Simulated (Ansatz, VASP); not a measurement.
One calculation of KTaO3, two programs

File POSCAR:

```
KTaO3
1.0
    3.9502297920      0.0000000000      0.0000000000
    0.0000000000      3.9502297920      0.0000000000
    0.0000000000      0.0000000000      3.9502297920
K Ta O
1 1 3
Direct
    0.0000000000      0.0000000000      0.0000000000
    0.5000000000      0.5000000000      0.5000000000
    0.5000000000      0.5000000000      0.0000000000
    0.5000000000      0.0000000000      0.5000000000
    0.0000000000      0.5000000000      0.5000000000
```

Contents of INCAR.step1:

```
PREC = Accurate ; ENCUT = 660
ISMEAR = 0 ; SIGMA = 0.01
LREAL = F ; LASPH = T
NELM = 120 ; NBANDS = 28
GGA = PE ; ALGO = Normal
EDIFF = 1E-5 ; LWAVE = T
LCHARG = F ; GGA_COMPAT = F
```

The input INCAR.step2:

```
PREC = Accurate ; ENCUT = 660
EDIFF = 1E-6 ; ISMEAR = 0
SIGMA = 0.01 ; LREAL = F
LASPH = T ; NELM = 120
ALGO = Normal ; ISIF = 2
LWAVE = F ; LCHARG = T
METAGGA = R2SCAN ; LMIXTAU = T
LELF = T ; LVHAR = T
NBANDS = 28 ; ISTART = 1
GGA_COMPAT = F
```

The input KPOINTS:

```
regular mesh
0
Gamma
  6 6 6
```

Input for Ansatz:

```yaml
crystal:
  lattice:
    - [3.950229792, 0.0, 0.0]
    - [0.0, 3.950229792, 0.0]
    - [0.0, 0.0, 3.950229792]
  atoms:
    - { symbol: K, position: [0.0, 0.0, 0.0] }
    - { symbol: Ta, position: [0.5, 0.5, 0.5] }
    - { symbol: O, position: [0.5, 0.5, 0.0] }
    - { symbol: O, position: [0.5, 0.0, 0.5] }
    - { symbol: O, position: [0.0, 0.5, 0.5] }
kpoints:
  mp_grid: { grid: [6, 6, 6] }
  band_path:
    path: [[0.0, 0.0, 0.0], [0.0, 0.5, 0.0], [0.5, 0.5, 0.0], [0.5, 0.5, 0.5]]
    npoints: 1
hamiltonian:
  xc: r2scan
scf:
  occupations: { method: fixed }
  n_extra_bands: 5
output:
  forces: true
  stress: true
  eigenvalues: true
  write_density: true
  write_potential: true
  elf: true
  volumetric_format: npy
```

Change from the starting cell: hydrostatic strain -1.0%.

Alike in both runs: task single point; functional r2SCAN; k mesh 6 × 6 × 6; no spin polarisation.

|  | VASP | Ansatz |
| --- | --- | --- |
| version | VASP 6.6.1 | Ansatz 0.2.0 |
| potentials or method | VASP PAW PBE potentials, release 64 (K_sv, Ta_sv_GW, O) | plane waves, PAW |
| plane-wave cutoff (eV) | 660 | 500 |
| occupations | gaussian, width 0.01 eV | fixed |
| valence electrons in the cell | 40 | 40 |

```csv
,VASP,Ansatz,Ansatz less VASP
gap on the k mesh at the Fermi level (eV),2.69,2.70,+0.013
pressure (GPa),6.8,6.7,-0.09
```

VASP's potentials were made for PBE, not for r2SCAN.

Spin-orbit coupling is off throughout.
